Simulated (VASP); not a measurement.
Runs of VASP 6.6.1 on SrTiO3. The structure is that of space group Pm-3m (No. 221), or close to it. The cells are those of the table. 

```tsv
task	potentials or basis	cell	cutoff (eV)	second run	gap on the mesh (eV)	pressure (GPa)
relaxation of cell and atoms	VASP PAW LDA potentials, release 64 (Sr_sv, Ti_sv, O)	relaxed to 4 GPa from a = 3.854 Å, 5 atoms	600	-	1.84	4.0
single point	VASP PAW LDA potentials, release 64 (Sr_sv, Ti_sv, O_h)	a = 3.830 Å, 5 atoms	910	hard_potentials	1.85	4.9
single point	VASP PAW LDA potentials, release 64 (Sr_sv, Ti_sv, O)	a = 3.797 Å, 5 atoms	520	-	1.89	11.3
single point	VASP PAW LDA potentials, release 64 (Sr_sv, Ti_sv, O_h)	a = 3.842 Å, 5 atoms	910	hard_potentials	1.84	(a)
single point	VASP PAW LDA potentials, release 64 (Sr_sv, Ti_sv, O_h)	a = 3.867 Å, 5 atoms	910	hard_potentials	1.80	(b)
single point	VASP PAW LDA potentials, release 64 (Sr_sv, Ti_sv, O)	a = 3.813 Å, 5 atoms	520	-	1.87	8.2
single point	VASP PAW LDA potentials, release 64 (Sr_sv, Ti_sv, O)	a = 3.842 Å, 5 atoms	520	-	1.83	3.1
```

Alike in all rows: level LDA; no spin polarisation; k mesh 6 × 6 × 6; smearing gaussian 0.01 eV.

**Question.** Estimate the missing entries.

**Answer.** (a) 2.8; (b) -1.2.

Caveats: the cutoff is under 1.25 times the usual one of these potentials, so pressure, stress and relaxed cells hold a basis-set (Pulay) error (some runs); the cell is relaxed towards a set pressure, so the enthalpy falls and the energy may rise (some runs).

A k mesh can miss the band edges, and the runs leave out spin-orbit coupling on Sr.
